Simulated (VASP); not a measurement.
Set up this calculation in VASP 6.6.1, as the native input.

```yaml
Task: single point
Functional: PBEsol
Potentials_or_basis: VASP PAW PBE potentials, release 64 (Cs_sv)
Cutoff: 520 eV
k_mesh: 1 × 1 × 7
Occupations: gaussian, width 0.05 eV
Spin: collinear spin
Starting_moments: "[0.5, 0.5, 0.5, 0.5] μB"
Dipole_correction: no
Further_INCAR_settings: ALGO = Normal; EDIFF = 1e-07; NBANDS = 30
```

The structure of Cs lies in POSCAR:

```
Cs
1.0
   13.9000000000      0.0000000000      0.0000000000
    0.0000000000      9.3000000000      0.0000000000
    0.0000000000      0.0000000000      9.3691900833
Cs
4
Direct
    0.3230638563      0.5000000000      0.0000000000
    0.3230638563      0.5000000000      0.5000000000
    0.6769361437      0.5000000000      0.0000000000
    0.6769361437      0.5000000000      0.5000000000
```

These files were run (other wordings do the same):

INCAR

```
  PREC = Accurate
  ENCUT = 520
  EDIFF = 1E-7
  ISMEAR = 0
  SIGMA = 0.05
  LREAL = F
  LASPH = T
  NELM = 150
  ALGO = Normal
  ISIF = 2
  LWAVE = F
  LCHARG = F
  ISPIN = 2
  MAGMOM = 0.5 0.5 0.5 0.5
  LORBIT = 11
  GGA = PS
  NBANDS = 30
```

KPOINTS

```
Automatic mesh
0
Gamma
  1 1 7
```

Potentials or basis: VASP PAW PBE potentials, release 64 (Cs_sv).

Launch:

```console
$ cat potpaw_PBE.64/Cs_sv/POTCAR > POTCAR
$ mpirun -np 1 vasp_std > vasp.out
```

It gave:

```json
{
  "Largest force": "0.049 eV/Å",
  "Net moment": "0.00 μB per cell",
  "Valence electrons inside the program's atomic spheres": "Cs 6.54"
}
```

Caveat: the PAW data sets were made with another functional, which shifts forces and pressure a little.

Wall time 8 min on 1 thread of Intel(R) Xeon(R) 6975P-C (Granite Rapids), with other jobs on the host, peak memory 1.3 GiB.
